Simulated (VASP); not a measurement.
# Au (P6_3/mmc) in VASP: notebook

Aim: see how the results for Au move with the level of theory and the settings. Levels: LDA, PBEsol. Tasks: single point.

All numbers are computed with VASP 6.6.1; they aren't measurements. Logs are shortened: lines on timing, memory, paths and dates and some standing lists are left out, and cuts for length are marked.

## (1) The cell of the first run

The structure is hexagonal, space group P6_3/mmc (No. 194). The conventional cell has a = 2.841 Å, b = 2.841 Å, c = 4.780 Å, α = 90.00°, β = 90.00°, γ = 120.00°. Au (site symmetry -6m2) has 12 Au at 2.84 to 2.90 Å within 3.7 Å.

## (2) Single point, LDA (volume scaled by 0.94)

Contents of INCAR:

```
SYSTEM = Au
PREC = Accurate
ENCUT = 520
EDIFF = 1E-7
ISMEAR = -1
SIGMA = 0.05
LREAL = .False.
LASPH = .True.
NELM = 80
ALGO = Normal
ISIF = 2
LWAVE = .False.
LCHARG = .False.
GGA = CA
NBANDS = 18
```

Contents of KPOINTS:

```
regular mesh
0
Gamma
  11 11 6
  0 0 0
```

Contents of POSCAR:

```
Au
1.0
    2.8407997153      0.0000000000      0.0000000000
   -1.4203998576      2.4602047205      0.0000000000
    0.0000000000      0.0000000000      4.7803802105
Au
2
Direct
    0.6666666667      0.3333333333      0.2500000000
    0.3333333333      0.6666666667      0.7500000000
```

Potentials or basis: VASP PAW LDA potentials, release 64 (Au).

Command:

```
$ cat potpaw_LDA.64/Au/POTCAR > POTCAR
$ mpirun -np 1 vasp_std > vasp.out
```

OUTCAR:

```text
SYSTEM = Au
   PREC = Accurate
   ENCUT = 520
   EDIFF = 1E-7
   ISMEAR = -1
   LREAL = .False.
   LASPH = .True.
   NELM = 80
   ISIF = 2
   GGA = CA

 ion  position               nearest neighbor table
   1  0.667  0.333  0.250-   2 2.90   2 2.90   2 2.90   2 2.90   2 2.90   2 2.90
   2  0.333  0.667  0.750-   1 2.90   1 2.90   1 2.90   1 2.90   1 2.90   1 2.90

  LATTYP: Found a hexagonal cell.
 ALAT       =     2.8407997153
 C/A-ratio  =     1.6827586207

  Lattice vectors:

 A1 = (   2.8407997153,   0.0000000000,   0.0000000000)
 A2 = (  -1.4203998576,   2.4602047205,   0.0000000000)
 A3 = (   0.0000000000,   0.0000000000,   4.7803802105)

Analysis of symmetry for initial positions (statically):
=====================================================================
 Subroutine PRICEL returns:
 Original cell was already a primitive cell.

 Routine SETGRP: Setting up the symmetry group for a
 hexagonal supercell.

 Subroutine GETGRP returns: Found 24 space group operations
 (whereof 12 operations were pure point group operations)
 out of a pool of 24 trial point group operations.

The static configuration has the point symmetry D_3d.
 The point group associated with its full space group is D_6h.

Analysis of symmetry for dynamics (positions and initial velocities):
=====================================================================
 Subroutine PRICEL returns:
 Original cell was already a primitive cell.

 Routine SETGRP: Setting up the symmetry group for a
 hexagonal supercell.

 Subroutine GETGRP returns: Found 24 space group operations
 (whereof 12 operations were pure point group operations)
 out of a pool of 24 trial point group operations.

The dynamic configuration has the point symmetry D_3d.
 The point group associated with its full space group is D_6h.

 Subroutine INISYM returns: Found 24 space group operations
 (whereof 12 operations are pure point group operations),
 and found     1 'primitive' translations

----------------------------------------------------------------------------------------

                                     Primitive cell

  volume of cell :      33.4098

  direct lattice vectors                    reciprocal lattice vectors
     2.840799715  0.000000000  0.000000000     0.352013553  0.203235119  0.000000000
    -1.420399858  2.460204721  0.000000000     0.000000000  0.406470239  0.000000000
     0.000000000  0.000000000  4.780380210     0.000000000  0.000000000  0.209188382

  length of vectors
     2.840799715  2.840799715  4.780380210     0.406470239  0.406470239  0.209188382

  position of ions in fractional coordinates (direct lattice)
     0.666666667  0.333333333  0.250000000
     0.333333333  0.666666667  0.750000000

  ion indices of the primitive-cell ions
   primitive index   ion index
                 1           1
                 2           2

----------------------------------------------------------------------------------------

 KPOINTS: regular mesh

Automatic generation of k-mesh.
 Grid dimensions read from file:
 generate k-points for:   11   11    6

 Generating k-lattice:

  Cartesian coordinates                     Fractional coordinates (reciprocal lattice)
     0.032001232  0.018475920  0.000000000     0.090909091  0.000000000  0.000000000
     0.000000000  0.036951840  0.000000000     0.000000000  0.090909091  0.000000000
     0.000000000  0.000000000  0.034864730     0.000000000  0.000000000  0.166666667

  Length of vectors
     0.036951840  0.036951840  0.034864730

  Shift w.r.t. Gamma in fractional coordinates (k-lattice)
     0.000000000  0.000000000  0.000000000

 Subroutine IBZKPT returns following result:
 ===========================================

 Found     64 irreducible k-points:

 Following reciprocal coordinates:
            Coordinates               Weight
  0.000000  0.000000  0.000000      1.000000
  0.090909  0.000000  0.000000      6.000000
  0.181818  0.000000  0.000000      6.000000
  0.272727  0.000000  0.000000      6.000000
  0.363636  0.000000  0.000000      6.000000
  0.454545  0.000000  0.000000      6.000000
[... 16 lines left out ...]
  0.090909  0.090909  0.166667     12.000000
  0.181818  0.090909  0.166667     24.000000
 [... further k-points ...]
   k-points           NKPTS =     64   k-points in BZ     NKDIM =     64   number of bands    NBANDS=     18
   number of dos      NEDOS =    301   number of ions     NIONS =      2
   total plane-waves  NPLWV =  20736
   dimension x,y,z NGX =    24 NGY =   24 NGZ =   36
   dimension x,y,z NGXF=    48 NGYF=   48 NGZF=   72
   ions per type =               2
   NGX,Y,Z   is equivalent  to a cutoff of  14.04, 14.04, 12.52 a.u.
   NGXF,Y,Z  is equivalent  to a cutoff of  28.09, 28.09, 25.04 a.u.
 SYSTEM =  Au
   PREC   = accura    normal or accurate (medium, high low for compatibility)
   ISTART =      0    job   : 0-new  1-cont  2-samecut
   ICHARG =      2    charge: 1-file 2-atom 10-const
   ISPIN  =      1    spin polarized calculation?
   LNONCOLLINEAR =      F non collinear calculations
   LSORBIT =      F    spin-orbit coupling
   LASPH  =      T    aspherical Exc in radial PAW
   ENCUT  =  520.0 eV  38.22 Ry    6.18 a.u.   5.28  5.28  8.89*2*pi/ulx,y,z
   NELM   =     80;   NELMIN=  2; NELMDL= -5     # of ELM steps
   EDIFF  = 0.1E-06   stopping-criterion for ELM
   LREAL  =      F    real-space projection
   EDIFFG = 0.1E-05   stopping-criterion for IOM
   NSW    =      0    number of steps for IOM
   IBRION =     -1    ionic relax: 0-MD 1-quasi-New 2-CG
   NFREE  =      0    steps in history (QN), initial steepest desc. (CG)
   ISIF   =      2    stress and relaxation
   ISYM   =      2    0-nonsym 1-usesym 2-fastsym
   POTIM  = 0.5000    time-step for ionic-motion
   TEBEG  =    0.0;   TEEND  =   0.0 temperature during run
   PSTRESS=    0.0 pullay stress
   NELECT =      22.0000    total number of electrons
   NUPDOWN=      -1.0000    fix difference up-down
   EMIN   =  10.00;   EMAX   =-10.00  energy-range for DOS
   EFERMI =   0.00;   METHOD = LEGACY
   ISMEAR =    -1;   SIGMA  =   0.05  broadening in eV -4-tet -1-fermi 0-gaus
   EFERMI_NEDOS =   21; number of points for ismear=-14 and -15
   IALGO  =     38    algorithm
   IMIX   =      4    mixing-type and parameters
     AMIX     =   0.40;   BMIX     =  1.00
     AMIX_MAG =   1.60;   BMIX_MAG =  1.00
  volume/ion in A,a.u.               =      16.70       112.73
  Fermi-wavevector in a.u.,A,eV,Ry     =   1.424266  2.691472 27.599857  2.028532
  Thomas-Fermi vector in A             =   2.544775
   LORBIT       =      0    0 simple, 1 ext, 2 COOP (PROOUT), +10 PAW based schemes
   GGA     = CA    functional components
   LHFCALC =     F    Hartree Fock is set to
   AEXX    =    0.0000 exact exchange contribution
   IVDW    =     0    specifies the selected vdW correction
   LEPSILON=     F    determine dielectric tensor
   LRPA    =     F    only Hartree local field effects (RPA)
 non-spin polarized calculation
  energy-cutoff  :      520.00
  volume of cell :       33.41
 maximum number of plane-waves:       910
 NGX is ok and might be reduce to    24
   NGX = 11   NGY = 11   NGZ = 17

 number of electron      22.0000000 magnetization

 Free energy of the ion-electron system (eV)
  ---------------------------------------------------
  ext. energy  EPLUGINS =         0.00000000
  ---------------------------------------------------
  free energy    TOTEN  =        -8.88176871 eV

  energy without entropy =       -8.87328187  energy(sigma->0) =       -8.87752529

 E-fermi :   9.5744     XC(G=0): -13.0985

 val. band max:        9.5743267078   @ k =   0.0909   0.0000   0.0000
 cond. band min:       9.5930054254   @ k =   0.1818   0.1818   0.3333
 fundamental gap:      0.0186787176
 Fermi energy:         9.5743932867

 k-point     1 :       0.0000    0.0000    0.0000
  band No.  band energies     occupation
      1      -0.5028      2.00000
      2       1.9883      2.00000
      3       4.6004      2.00000
      4       4.9156      2.00000
      5       4.9156      2.00000
      6       5.2398      2.00000
[... 10 lines left out ...]
     17      28.2765      0.00000
     18      28.2765      0.00000

 k-point     2 :       0.0909    0.0000    0.0000
  band No.  band energies     occupation
      1      -0.2360      2.00000
      2       2.2098      2.00000
      3       4.5107      2.00000
      4       4.9814      2.00000
      5       5.0982      2.00000
      6       5.1518      2.00000
[... 10 lines left out ...]
     17      27.0167      0.00000
     18      27.5252      0.00000

 k-point     3 :       0.1818    0.0000    0.0000
  band No.  band energies     occupation
      1       0.5120      2.00000
      2       2.7334      2.00000
      3       4.3062      2.00000
      4       4.8492      2.00000
      5       4.9243      2.00000
      6       5.4100      2.00000
[... 10 lines left out ...]
     17      26.1483      0.00000
     18      26.8821      0.00000

 k-point     4 :       0.2727    0.0000    0.0000
  band No.  band energies     occupation
      1       1.5238      2.00000
      2       2.9722      2.00000
      3       4.0561      2.00000
      4       4.4863      2.00000
      5       4.7369      2.00000
      6       5.3254      2.00000
[... 10 lines left out ...]
     17      25.2614      0.00000
     18      26.5186      0.00000

 k-point     5 :       0.3636    0.0000    0.0000
  band No.  band energies     occupation
      1       2.2889      2.00000
      2       2.7681      2.00000
      3       3.4422      2.00000
      4       4.8663      2.00000
      5       5.0906      2.00000
      6       5.2565      2.00000
[... 10 lines left out ...]
     17      22.9268      0.00000
     18      25.3357      0.00000

 k-point     6 :       0.4545    0.0000    0.0000
  band No.  band energies     occupation
      1       2.5179      2.00000
      2       2.5953      2.00000
      3       3.1287      2.00000
      4       4.9611      2.00000
      5       5.1070      2.00000
      6       5.3085      2.00000
[... 10 lines left out ...]
     17      21.6594      0.00000
     18      24.5885      0.00000

 k-point     7 :       0.0909    0.0909    0.0000
  band No.  band energies     occupation
      1       0.2751      2.00000
      2       2.6030      2.00000
      3       4.3139      2.00000
      4       4.9780      2.00000
      5       5.1527      2.00000
      6       5.2515      2.00000
[... 10 lines left out ...]
     17      26.8847      0.00000
     18      27.1800      0.00000

 k-point     8 :       0.1818    0.0909    0.0000
  band No.  band energies     occupation
      1       1.1893      2.00000
      2       3.1064      2.00000
      3       4.1288      2.00000
      4       4.4011      2.00000
      5       4.7814      2.00000
      6       5.2077      2.00000
[... 10 lines left out ...]
     17      26.7807      0.00000
     18      27.0137      0.00000
[... 229 lines left out ...]
     17      25.7157      0.00000
     18      26.9834      0.00000

 k-point    20 :       0.2727    0.0000    0.1667
  band No.  band energies     occupation
      1       1.6585      2.00000
      2       3.0310      2.00000
      3       3.9650      2.00000
      4       4.4008      2.00000
      5       4.6720      2.00000
      6       5.4008      2.00000
[... 10 lines left out ...]
     17      25.4361      0.00000
     18      26.9225      0.00000

 k-point    21 :       0.3636    0.0000    0.1667
  band No.  band energies     occupation
      1       2.2431      2.00000
      2       2.8186      2.00000
      3       3.6106      2.00000
      4       4.2501      2.00000
      5       5.2142      2.00000
      6       5.2423      2.00000
[... 10 lines left out ...]
     17      23.6746      0.00000
     18      25.7052      0.00000

 k-point    22 :       0.4545    0.0000    0.1667
  band No.  band energies     occupation
      1       2.3423      2.00000
      2       2.6138      2.00000
      3       3.4557      2.00000
      4       4.2562      2.00000
      5       5.0998      2.00000
      6       5.4678      2.00000
[... 10 lines left out ...]
     17      22.1153      0.00000
     18      25.0183      0.00000

 k-point    23 :       0.0909    0.0909    0.1667
  band No.  band energies     occupation
      1       0.4928      2.00000
      2       2.6190      2.00000
      3       4.3546      2.00000
      4       4.7033      2.00000
      5       4.8463      2.00000
      6       5.2992      2.00000
[... 10 lines left out ...]
     17      26.1975      0.00000
     18      27.3983      0.00000

 k-point    24 :       0.1818    0.0909    0.1667
  band No.  band energies     occupation
      1       1.3671      2.00000
      2       3.1670      2.00000
      3       4.1140      2.00000
      4       4.2266      2.00000
      5       4.6952      2.00000
      6       5.1633      2.00000
[... 10 lines left out ...]
     17      25.8003      0.00000
     18      27.2728      0.00000

 [... further k-points ...]

------------------------ aborting loop because EDIFF is reached ----------------------------------------

  FORCE on cell =-STRESS in cart. coord.  units (eV):
  Direction    XX          YY          ZZ          XY          YZ          ZX
  --------------------------------------------------------------------------------------
  -------------------------------------------------------------------------------------
  Total       -0.0801217     -0.0801217     -0.3465771     -0.0000000      0.0000000      0.0000000
  in kB       -3.8422571     -3.8422571    -16.6201950     -0.0000000      0.0000000      0.0000000
  external PRESSURE =      -8.1015697 kB  Pullay stress =       0.0000000 kB

 VOLUME and BASIS-vectors are now :
 -----------------------------------------------------------------------------
  energy-cutoff  :      520.00
  volume of cell :       33.41
      direct lattice vectors                 reciprocal lattice vectors
     2.840799715  0.000000000  0.000000000     0.352013553  0.203235119  0.000000000
    -1.420399858  2.460204721  0.000000000     0.000000000  0.406470239  0.000000000
     0.000000000  0.000000000  4.780380210     0.000000000  0.000000000  0.209188382

 POSITION                                       TOTAL-FORCE (eV/Angst)
 -----------------------------------------------------------------------------------
      1.42040      0.82007      1.19510         0.000000     -0.000000      0.000000
     -0.00000      1.64014      3.58529        -0.000000      0.000000      0.000000
 -----------------------------------------------------------------------------------
    total drift:                               -0.000000      0.000000     -0.000000

  FREE ENERGIE OF THE ION-ELECTRON SYSTEM (eV)
  ---------------------------------------------------
  free  energy   TOTEN  =        -8.8817687114 eV

  energy  without entropy=       -8.8732818681  energy(sigma->0) =       -8.87752529
```

Run time: 26 s. Hardware: 1 thread of Intel Xeon 6975P-C, shared host; peak memory 0.16 GiB.

What came out:

```
Free energy            : -8.8818 eV
Pressure               : -0.8 GPa
Band gap on the k mesh : zero (band 11 reaches 13.43 eV, above the bottom of band 12 at 6.92 eV)
```

Levels at points of the mesh, in eV from the Fermi level:
```
           k point  band 9  band 10  band 11  band 12  band 13  band 14
(0.00, 0.00, 0.00)   -3.59    -2.17    -2.17    -1.27     2.78    14.61
(0.00, 0.00, 0.50)   -2.65    -2.65    -2.65    -2.65    10.74    10.74
```

Caveat: spin-orbit coupling is left out, which moves the levels of the heavy elements.

[end of part 1 of 2]
